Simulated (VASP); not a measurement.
Write the native input for VASP 6.6.1 that does the following.

- Task: relaxation of cell and atoms
- Functional: r2SCAN
- Dispersion: rVV10
- Potentials or basis: VASP PAW PBE potentials, release 64 (Ba_sv, Te)
- Cutoff: 550 eV
- k mesh: 6 × 6 × 6
- Occupations: fermi-dirac, width 0.03 eV
- Spin: no spin polarisation
- Dipole correction: no
- Further INCAR settings: ALGO = Normal; EDIFF = 1e-07; IBRION = 2; EDIFFG = -0.01; NSW = 100; ISIF = 3

Crystal: BaTe.

```
CELL_PARAMETERS angstrom
0.00000 3.47030 3.47030
3.47030 0.00000 3.47030
3.47030 3.47030 0.00000
ATOMIC_POSITIONS crystal
Ba 0.00000 0.00000 0.00000
Te 0.50000 0.50000 0.50000
```

One way to write it, as run:

POSCAR

```
BaTe
1.0
    0.0000000000      3.4703048531      3.4703048531
    3.4703048531      0.0000000000      3.4703048531
    3.4703048531      3.4703048531      0.0000000000
Ba Te
1 1
Direct
    0.0000000000      0.0000000000      0.0000000000
    0.5000000000      0.5000000000      0.5000000000
```

INCAR.step1

```
ALGO = Normal ; EDIFF = 1E-5
EDIFFG = -0.005 ; ENCUT = 550
GGA = PE ; GGA_COMPAT = False
IBRION = 2 ; ISIF = 3
ISMEAR = -1 ; LASPH = True
LCHARG = False ; LREAL = False
LWAVE = True ; NELM = 120
NELMIN = 4 ; NSW = 100
PREC = Accurate ; SIGMA = 0.03
```

INCAR.step2

```
ALGO = Normal ; BPARAM = 11.95
CPARAM = 0.0093 ; EDIFF = 1E-7
EDIFFG = -0.01 ; ENCUT = 550
GGA_COMPAT = False ; IBRION = 2
ISIF = 3 ; ISMEAR = -1
ISTART = 1 ; IVDW_NL = 2
LASPH = True ; LCHARG = False
LMIXTAU = True ; LREAL = False
LUSE_VDW = True ; LWAVE = False
METAGGA = R2SCAN ; NELM = 120
NELMIN = 4 ; NSW = 100
PREC = Accurate ; SIGMA = 0.03
```

KPOINTS

```
k-points
0
Gamma
  6 6 6
```

Potentials or basis: VASP PAW PBE potentials, release 64 (Ba_sv, Te).

Launch:

```sh
$ cat potpaw_PBE.64/Ba_sv/POTCAR potpaw_PBE.64/Te/POTCAR > POTCAR
$ cp INCAR.step1 INCAR
$ mpirun -np 1 vasp_std > vasp.out
$ cp INCAR.step2 INCAR
$ mpirun -np 1 vasp_std > vasp.out
```

It gave:

The relaxed volume is 43.78 Å³/atom and the relaxed cell is a = 4.984 Å, b = 4.984 Å, c = 4.984 Å, α = 60.00°, β = 60.00°, γ = 60.00°. The space group after relaxing (to 0.1 Å) is Fm-3m (No. 225) and the energy gained by relaxing is 9.8 meV/atom. The ionic steps are 3. The pressure after relaxing is 0.0 GPa and the band gap on the k mesh is 1.87 eV (least direct gap 2.26 eV).

Caveat: the PAW data sets were made with another functional, which shifts forces and pressure a little; spin-orbit coupling is left out, which moves the levels of the heavy elements.

Run time: 18 min on 1 thread of Intel Xeon 8259CL, on a shared host, peak memory 0.5 GiB.
